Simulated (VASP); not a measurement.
# CdTe (F-43m) in VASP: notebook

CdTe is run at these levels: r2SCAN; tasks: single point, relaxation of cell and atoms.

Everything below comes from runs of VASP 6.6.1. Logs are shortened: lines on timing, memory, paths and dates and some standing lists are left out, and cuts for length are marked.

## 1. The cell of the first run

The structure is cubic, space group F-43m (No. 216). Conventional cell: a = 6.767 Å, b = 6.767 Å, c = 6.767 Å, α = 90.00°, β = 90.00°, γ = 90.00°. Cd (site symmetry -43m) has 4 Te at 2.93 Å within 3.9 Å. Te (site symmetry -43m) has 4 Cd at 2.93 Å within 3.9 Å.

## 2. Single point, r2SCAN (38.74 Å³/atom)

POSCAR reads:

```
CdTe
1.0
    0.0000000000      3.3837074964      3.3837074964
    3.3837074964      0.0000000000      3.3837074964
    3.3837074964      3.3837074964      0.0000000000
Cd Te
1 1
Direct
    0.0000000000      0.0000000000      0.0000000000
    0.2500000000      0.2500000000      0.2500000000
```

INCAR.step1 reads:

```
SYSTEM = CdTe
PREC = Accurate
ENCUT = 520
ISMEAR = 0
SIGMA = 0.02
LREAL = .FALSE.
LASPH = .TRUE.
NELM = 100
NBANDS = 16
GGA = PE
ALGO = Normal
EDIFF = 1E-4
LWAVE = .TRUE.
LCHARG = .FALSE.
```

INCAR.step2 reads:

```
SYSTEM = CdTe
PREC = Accurate
ENCUT = 520
EDIFF = 1E-6
ISMEAR = 0
SIGMA = 0.02
LREAL = .FALSE.
LASPH = .TRUE.
NELM = 100
ALGO = Normal
ISIF = 2
LWAVE = .FALSE.
LCHARG = .FALSE.
METAGGA = R2SCAN
LMIXTAU = .TRUE.
NBANDS = 16
ISTART = 1
```

KPOINTS reads:

```
regular mesh
0
G
  8 8 8
  0 0 0
```

Potentials or basis: VASP PAW PBE potentials, release 64 (Cd, Te).

Launch:

```console
> cat potpaw_PBE.64/Cd/POTCAR potpaw_PBE.64/Te/POTCAR > POTCAR
> cp INCAR.step1 INCAR
> mpirun -np 1 vasp_std > vasp.out
> cp INCAR.step2 INCAR
> mpirun -np 1 vasp_std > vasp.out
```

OUTCAR:

```text
SYSTEM = CdTe
   PREC = Accurate
   ENCUT = 520
   EDIFF = 1E-6
   ISMEAR = 0
   LREAL = .FALSE.
   LASPH = .TRUE.
   NELM = 100
   ISIF = 2
   METAGGA = R2SCAN
   ISTART = 1

 ion  position               nearest neighbor table
   1  0.000  0.000  0.000-   2 2.93   2 2.93   2 2.93   2 2.93
   2  0.250  0.250  0.250-   1 2.93   1 2.93   1 2.93   1 2.93

  LATTYP: Found a face centered cubic cell.
 ALAT       =     6.7674149928

  Lattice vectors:

 A1 = (   0.0000000000,   3.3837074964,   3.3837074964)
 A2 = (   3.3837074964,   0.0000000000,   3.3837074964)
 A3 = (   3.3837074964,   3.3837074964,   0.0000000000)

Analysis of symmetry for initial positions (statically):
=====================================================================
 Subroutine PRICEL returns:
 Original cell was already a primitive cell.

 Routine SETGRP: Setting up the symmetry group for a
 face centered cubic supercell.

 Subroutine GETGRP returns: Found 24 space group operations
 (whereof 24 operations were pure point group operations)
 out of a pool of 48 trial point group operations.

The static configuration has the point symmetry T_d .

Analysis of symmetry for dynamics (positions and initial velocities):
=====================================================================
 Subroutine PRICEL returns:
 Original cell was already a primitive cell.

 Routine SETGRP: Setting up the symmetry group for a
 face centered cubic supercell.

 Subroutine GETGRP returns: Found 24 space group operations
 (whereof 24 operations were pure point group operations)
 out of a pool of 48 trial point group operations.

The dynamic configuration has the point symmetry T_d .

 Subroutine INISYM returns: Found 24 space group operations
 (whereof 24 operations are pure point group operations),
 and found     1 'primitive' translations

----------------------------------------------------------------------------------------

                                     Primitive cell

  volume of cell :      77.4834

  direct lattice vectors                    reciprocal lattice vectors
     0.000000000  3.383707496  3.383707496    -0.147766910  0.147766910  0.147766910
     3.383707496  0.000000000  3.383707496     0.147766910 -0.147766910  0.147766910
     3.383707496  3.383707496  0.000000000     0.147766910  0.147766910 -0.147766910

  length of vectors
     4.785285033  4.785285033  4.785285033     0.255939795  0.255939795  0.255939795

  position of ions in fractional coordinates (direct lattice)
     0.000000000  0.000000000  0.000000000
     0.250000000  0.250000000  0.250000000

  ion indices of the primitive-cell ions
   primitive index   ion index
                 1           1
                 2           2

----------------------------------------------------------------------------------------

 KPOINTS: regular mesh

Automatic generation of k-mesh.
 Grid dimensions read from file:
 generate k-points for:    8    8    8

 Generating k-lattice:

  Cartesian coordinates                     Fractional coordinates (reciprocal lattice)
    -0.018470864  0.018470864  0.018470864     0.125000000  0.000000000  0.000000000
     0.018470864 -0.018470864  0.018470864     0.000000000  0.125000000  0.000000000
     0.018470864  0.018470864 -0.018470864     0.000000000  0.000000000  0.125000000

  Length of vectors
     0.031992474  0.031992474  0.031992474

  Shift w.r.t. Gamma in fractional coordinates (k-lattice)
     0.000000000  0.000000000  0.000000000

 Subroutine IBZKPT returns following result:
 ===========================================

 Found     29 irreducible k-points:

 Following reciprocal coordinates:
            Coordinates               Weight
  0.000000  0.000000  0.000000      1.000000
  0.125000  0.000000  0.000000      8.000000
  0.250000  0.000000  0.000000      8.000000
  0.375000  0.000000  0.000000      8.000000
  0.500000  0.000000  0.000000      4.000000
  0.125000  0.125000  0.000000      6.000000
[... 16 lines left out ...]
  0.500000  0.250000  0.125000     48.000000
 -0.375000  0.250000  0.125000     24.000000
 [... further k-points ...]
   k-points           NKPTS =     29   k-points in BZ     NKDIM =     29   number of bands    NBANDS=     16
   number of dos      NEDOS =    301   number of ions     NIONS =      2
   total plane-waves  NPLWV =  46656
   dimension x,y,z NGX =    36 NGY =   36 NGZ =   36
   dimension x,y,z NGXF=    72 NGYF=   72 NGZF=   72
   ions per type =               1   1
   NGX,Y,Z   is equivalent  to a cutoff of  12.51, 12.51, 12.51 a.u.
   NGXF,Y,Z  is equivalent  to a cutoff of  25.01, 25.01, 25.01 a.u.
 SYSTEM =  CdTe
   PREC   = accura    normal or accurate (medium, high low for compatibility)
   ISTART =      1    job   : 0-new  1-cont  2-samecut
   ICHARG =      0    charge: 1-file 2-atom 10-const
   ISPIN  =      1    spin polarized calculation?
   LNONCOLLINEAR =      F non collinear calculations
   LSORBIT =      F    spin-orbit coupling
   LASPH  =      T    aspherical Exc in radial PAW
   ENCUT  =  520.0 eV  38.22 Ry    6.18 a.u.   8.90  8.90  8.90*2*pi/ulx,y,z
   NELM   =    100;   NELMIN=  2; NELMDL=  0     # of ELM steps
   EDIFF  = 0.1E-05   stopping-criterion for ELM
   LREAL  =      F    real-space projection
   EDIFFG = 0.1E-04   stopping-criterion for IOM
   NSW    =      0    number of steps for IOM
   IBRION =     -1    ionic relax: 0-MD 1-quasi-New 2-CG
   NFREE  =      0    steps in history (QN), initial steepest desc. (CG)
   ISIF   =      2    stress and relaxation
   ISYM   =      2    0-nonsym 1-usesym 2-fastsym
   POTIM  = 0.5000    time-step for ionic-motion
   TEBEG  =    0.0;   TEEND  =   0.0 temperature during run
   PSTRESS=    0.0 pullay stress
   NELECT =      18.0000    total number of electrons
   NUPDOWN=      -1.0000    fix difference up-down
   EMIN   =  10.00;   EMAX   =-10.00  energy-range for DOS
   EFERMI =   0.00;   METHOD = LEGACY
   ISMEAR =     0;   SIGMA  =   0.02  broadening in eV -4-tet -1-fermi 0-gaus
   EFERMI_NEDOS =   21; number of points for ismear=-14 and -15
   IALGO  =     38    algorithm
   IMIX   =      4    mixing-type and parameters
     AMIX     =   0.40;   BMIX     =  1.00
     AMIX_MAG =   1.60;   BMIX_MAG =  1.00
  volume/ion in A,a.u.               =      38.74       261.44
  Fermi-wavevector in a.u.,A,eV,Ry     =   1.006382  1.901786 13.780045  1.012805
  Thomas-Fermi vector in A             =   2.139121
   LORBIT       =      0    0 simple, 1 ext, 2 COOP (PROOUT), +10 PAW based schemes
   METAGGA = R2SCAN    functional components
   LHFCALC =     F    Hartree Fock is set to
   AEXX    =    0.0000 exact exchange contribution
   IVDW    =     0    specifies the selected vdW correction
   LEPSILON=     F    determine dielectric tensor
   LRPA    =     F    only Hartree local field effects (RPA)
 non-spin polarized calculation
 Gauss-broadening in eV      SIGMA  =   0.02
  energy-cutoff  :      520.00
  volume of cell :       77.48
 maximum number of plane-waves:      2120
   NGX = 17   NGY = 17   NGZ = 17

 number of electron      17.9999992 magnetization

 Free energy of the ion-electron system (eV)
  ---------------------------------------------------
  ext. energy  EPLUGINS =         0.00000000
  ---------------------------------------------------
  free energy    TOTEN  =       -46.57614628 eV

  energy without entropy =      -46.57614628  energy(sigma->0) =      -46.57614628

 E-fermi :   1.1268     XC(G=0):  -8.5157

 val. band max:        1.0074622389   @ k =   0.0000   0.0000   0.0000
 cond. band min:       1.8664886821   @ k =   0.0000   0.0000   0.0000
 fundamental gap:      0.8590264433
 Fermi energy:         1.1268367411

 k-point     1 :       0.0000    0.0000    0.0000
  band No.  band energies     occupation
      1      -9.8342      2.00000
      2      -7.2001      2.00000
      3      -7.2001      2.00000
      4      -7.2001      2.00000
      5      -7.0070      2.00000
      6      -7.0070      2.00000
[... 8 lines left out ...]
     15      10.6058      0.00000
     16      10.6058      0.00000

 k-point     2 :       0.1250    0.0000    0.0000
  band No.  band energies     occupation
      1      -9.7903      2.00000
      2      -7.1922      2.00000
      3      -7.1922      2.00000
      4      -7.1578      2.00000
      5      -7.0074      2.00000
      6      -7.0074      2.00000
[... 8 lines left out ...]
     15       9.9928      0.00000
     16       9.9929      0.00000

 k-point     3 :       0.2500    0.0000    0.0000
  band No.  band energies     occupation
      1      -9.6849      2.00000
      2      -7.1745      2.00000
      3      -7.1745      2.00000
      4      -7.0266      2.00000
      5      -7.0068      2.00000
      6      -7.0067      2.00000
[... 8 lines left out ...]
     15       9.7958      0.00000
     16       9.7958      0.00000

 k-point     4 :       0.3750    0.0000    0.0000
  band No.  band energies     occupation
      1      -9.5815      2.00000
      2      -7.1592      2.00000
      3      -7.1592      2.00000
      4      -7.0032      2.00000
      5      -7.0032      2.00000
      6      -6.8353      2.00000
[... 8 lines left out ...]
     15      10.5404      0.00000
     16      10.5404      0.00000

 k-point     5 :       0.5000    0.0000    0.0000
  band No.  band energies     occupation
      1      -9.5397      2.00000
      2      -7.1539      2.00000
      3      -7.1539      2.00000
      4      -7.0007      2.00000
      5      -7.0007      2.00000
      6      -6.7287      2.00000
[... 8 lines left out ...]
     15      11.5474      0.00000
     16      11.5474      0.00000

 k-point     6 :       0.1250    0.1250    0.0000
  band No.  band energies     occupation
      1      -9.7758      2.00000
      2      -7.1845      2.00000
      3      -7.1845      2.00000
      4      -7.1542      2.00000
      5      -7.0108      2.00000
      6      -7.0038      2.00000
[... 8 lines left out ...]
     15       9.7331      0.00000
     16      10.7466      0.00000

 k-point     7 :       0.2500    0.1250    0.0000
  band No.  band energies     occupation
      1      -9.6912      2.00000
      2      -7.1708      2.00000
      3      -7.1660      2.00000
      4      -7.0633      2.00000
      5      -7.0048      2.00000
      6      -7.0010      2.00000
[... 8 lines left out ...]
     15      10.5719      0.00000
     16      10.5930      0.00000

 k-point     8 :       0.3750    0.1250    0.0000
  band No.  band energies     occupation
      1      -9.5880      2.00000
      2      -7.1563      2.00000
      3      -7.1494      2.00000
      4      -7.0195      2.00000
      5      -6.9985      2.00000
      6      -6.8665      2.00000
[... 8 lines left out ...]
     15      10.4891      0.00000
     16      11.0730      0.00000

 k-point     9 :       0.5000    0.1250    0.0000
  band No.  band energies     occupation
      1      -9.5269      2.00000
      2      -7.1475      2.00000
      3      -7.1433      2.00000
      4      -7.0097      2.00000
      5      -6.9994      2.00000
      6      -6.7156      2.00000
[... 8 lines left out ...]
     15      11.0095      0.00000
     16      11.5832      0.00000
[... 172 lines left out ...]
 k-point    19 :       0.5000    0.3750    0.0000
  band No.  band energies     occupation
      1      -9.4638      2.00000
      2      -7.1017      2.00000
      3      -7.0948      2.00000
      4      -7.0547      2.00000
      5      -6.9886      2.00000
      6      -6.6386      2.00000
[... 8 lines left out ...]
     15      11.9651      0.00000
     16      12.4349      0.00000

 k-point    20 :      -0.3750    0.3750    0.0000
  band No.  band energies     occupation
      1      -9.4588      2.00000
      2      -7.1144      2.00000
      3      -7.1027      2.00000
      4      -7.0360      2.00000
      5      -6.9962      2.00000
      6      -6.5929      2.00000
[... 8 lines left out ...]
     15      10.8957      0.00000
     16      13.2518      0.00000

 k-point    21 :       0.5000    0.5000    0.0000
  band No.  band energies     occupation
      1      -9.4506      2.00000
      2      -7.0857      2.00000
      3      -7.0857      2.00000
      4      -7.0680      2.00000
      5      -6.9849      2.00000
      6      -6.6182      2.00000
[... 8 lines left out ...]
     15      12.1109      0.00000
     16      12.6827      0.00000

 k-point    22 :       0.3750    0.2500    0.1250
  band No.  band energies     occupation
      1      -9.6083      2.00000
      2      -7.1541      2.00000
      3      -7.1453      2.00000
      4      -7.0321      2.00000
      5      -6.9993      2.00000
      6      -6.9161      2.00000
[... 8 lines left out ...]
     15      11.0374      0.00000
     16      11.5527      0.00000

 k-point    23 :       0.5000    0.2500    0.1250
  band No.  band energies     occupation
      1      -9.5278      2.00000
      2      -7.1394      2.00000
      3      -7.1322      2.00000
      4      -7.0229      2.00000
      5      -6.9994      2.00000
      6      -6.7477      2.00000
[... 8 lines left out ...]
     15      11.1878      0.00000
     16      11.8964      0.00000

 k-point    24 :      -0.3750    0.2500    0.1250
  band No.  band energies     occupation
      1      -9.4954      2.00000
      2      -7.1345      2.00000
      3      -7.1274      2.00000
      4      -7.0161      2.00000
      5      -7.0022      2.00000
      6      -6.6567      2.00000
[... 8 lines left out ...]
     15      11.3664      0.00000
     16      11.8196      0.00000

 [... further k-points ...]
[... 5 lines left out ...]
  --------------------------------------------------------------------------------------
  -------------------------------------------------------------------------------------
  Total       -1.4402222     -1.4402222     -1.4402222      0.0000000      0.0000000     -0.0000000
  in kB      -29.7804767    -29.7804767    -29.7804767      0.0000000      0.0000000     -0.0000000
  external PRESSURE =     -29.7804767 kB  Pullay stress =       0.0000000 kB

 VOLUME and BASIS-vectors are now :
 -----------------------------------------------------------------------------
  energy-cutoff  :      520.00
  volume of cell :       77.48
      direct lattice vectors                 reciprocal lattice vectors
     0.000000000  3.383707496  3.383707496    -0.147766910  0.147766910  0.147766910
     3.383707496  0.000000000  3.383707496     0.147766910 -0.147766910  0.147766910
     3.383707496  3.383707496  0.000000000     0.147766910  0.147766910 -0.147766910

 POSITION                                       TOTAL-FORCE (eV/Angst)
 -----------------------------------------------------------------------------------
      0.00000      0.00000      0.00000         0.000000      0.000000     -0.000000
      1.69185      1.69185      1.69185        -0.000000     -0.000000      0.000000
 -----------------------------------------------------------------------------------
    total drift:                               -0.000003     -0.000003     -0.000003

  FREE ENERGIE OF THE ION-ELECTRON SYSTEM (eV)
  ---------------------------------------------------
  free  energy   TOTEN  =       -46.5761462750 eV

  energy  without entropy=      -46.5761462750  energy(sigma->0) =      -46.57614628
```

Run time: 89 s. Hardware: 1 thread of Intel Xeon 6975P-C, shared host; peak memory 0.23 GiB.

What came out:

* Free energy: -46.5761 eV
* Pressure: -3.0 GPa
* Band gap on the k mesh: 0.86 eV

Caveat: the PAW data sets were made with another functional, which shifts forces and pressure a little; spin-orbit coupling is left out, which moves the levels of the heavy elements.

## 3. Relaxation of cell and atoms, r2SCAN

This run uses another cell than the first one, of 32.92 Å³/atom.

POSCAR reads:

```
CdTe
1.0
    0.0000000000      3.2050000000      3.2050000000
    3.2050000000      0.0000000000      3.2050000000
    3.2050000000      3.2050000000      0.0000000000
Cd Te
1 1
Direct
    0.0000000000      0.0000000000      0.0000000000
    0.2500000000      0.2500000000      0.2500000000
```

INCAR.step1 reads:

```
  ALGO = Normal
  EDIFF = 1E-4
  ENCUT = 600
  GGA = PE
  ISMEAR = 0
  LASPH = True
  LCHARG = False
  LREAL = False
  LWAVE = True
  NELM = 80
  PREC = Accurate
  SIGMA = 0.02
```

INCAR.step2 reads:

```
  ALGO = Normal
  EDIFF = 1E-7
  EDIFFG = -0.005
  ENCUT = 600
  IBRION = 2
  ISIF = 3
  ISMEAR = 0
  ISTART = 1
  LASPH = True
  LCHARG = False
  LMIXTAU = True
  LREAL = False
  LWAVE = False
  METAGGA = R2SCAN
  NELM = 80
  NSW = 100
  PREC = Accurate
  SIGMA = 0.02
```

KPOINTS reads:

```
k-points
0
Gamma
  8 8 8
```

Potentials or basis: VASP PAW PBE potentials, release 64 (Cd, Te).

Launch:

```console
> cat potpaw_PBE.64/Cd/POTCAR potpaw_PBE.64/Te/POTCAR > POTCAR
> cp INCAR.step1 INCAR
> mpirun -np 1 vasp_std > vasp.out
> cp INCAR.step2 INCAR
> mpirun -np 1 vasp_std > vasp.out
```

It took 4 min on 1 thread of Intel Xeon 6975P-C, shared host; peak memory 0.26 GiB.

It converged, with:

```
Free energy                           : -46.6444 eV
Relaxed volume                        : 35.30 Å³/atom
Relaxed cell                          : a = 4.639 Å, b = 4.639 Å, c = 4.639 Å, α = 60.00°, β = 60.00°, γ = 60.00°
Space group after relaxing (to 0.1 Å) : F-43m (No. 216)
Energy gained by relaxing             : 23.1 meV/atom
Ionic steps                           : 3
Pressure after relaxing               : 0.0 GPa
Band gap on the k mesh                : 1.15 eV
```

Step by step:
| step | energy change (eV) | largest force (eV/Å) | pressure (GPa) | volume (Å³) |
| --- | --- | --- | --- | --- |
| 1 | 0.0000 | 0.0000 | 3.32 | 65.84 |
| 2 | -0.0398 | 0.0000 | -1.02 | 72.56 |
| 3 | -0.0462 | 0.0000 | 0.01 | 70.60 |

Final structure:
```yaml
crystal:
  lattice:
    - [0.00000, 3.28042, 3.28042]
    - [3.28042, 0.00000, 3.28042]
    - [3.28042, 3.28042, 0.00000]
  atoms:
    - { symbol: Cd, position: [0.00000, 0.00000, 0.00000] }
    - { symbol: Te, position: [0.25000, 0.25000, 0.25000] }
```

Levels at points of the mesh, in eV from the valence-band top:
```tsv
k point	band 7	band 8	band 9	band 10	band 11	band 12
(0.00, 0.00, 0.00)	0.00	0.00	0.00	1.15	5.06	5.06
(0.50, 0.00, 0.00)	-4.28	-0.74	-0.74	2.19	5.60	5.60
(0.50, 0.50, 0.00)	-4.17	-1.79	-1.79	2.96	2.99	9.25
```

Caveat: the PAW data sets were made with another functional, which shifts forces and pressure a little; spin-orbit coupling is left out, which moves the levels of the heavy elements. r2SCAN opens gaps a little over a GGA but as a rule still falls short of measured ones.
